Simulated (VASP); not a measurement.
Crystal: SrO.

```
Sr O
1.0
     3.55329    0.00000    0.00000
    -1.77664    3.07724    0.00000
     0.00000    0.00000    6.21730
Sr O
2 2
Direct
  0.66667 0.33333 0.75000
  0.33333 0.66667 0.25000
  0.00000 0.00000 0.50000
  0.00000 0.00000 0.00000
```

Program: VASP 6.6.1. Alike in all runs: task single point; no spin polarisation; cell as given; k mesh 9 × 9 × 5; cutoff (eV) 520; smearing fermi-dirac 0.05 eV.

Task: Order these runs on this cell by their pressure, lowest first.
A. level LDA; potentials or basis VASP PAW LDA potentials, release 64 (Sr_sv, O)
B. level r2SCAN; potentials or basis VASP PAW PBE potentials, release 64 (Sr_sv, O)
C. level PBEsol; potentials or basis VASP PAW PBE potentials, release 64 (Sr_sv, O)

Result: A (-5.0 GPa), C (-1.8 GPa), B (0.1 GPa).

Caveats: the PAW data sets were made with another functional, which shifts forces and pressure a little (some runs).
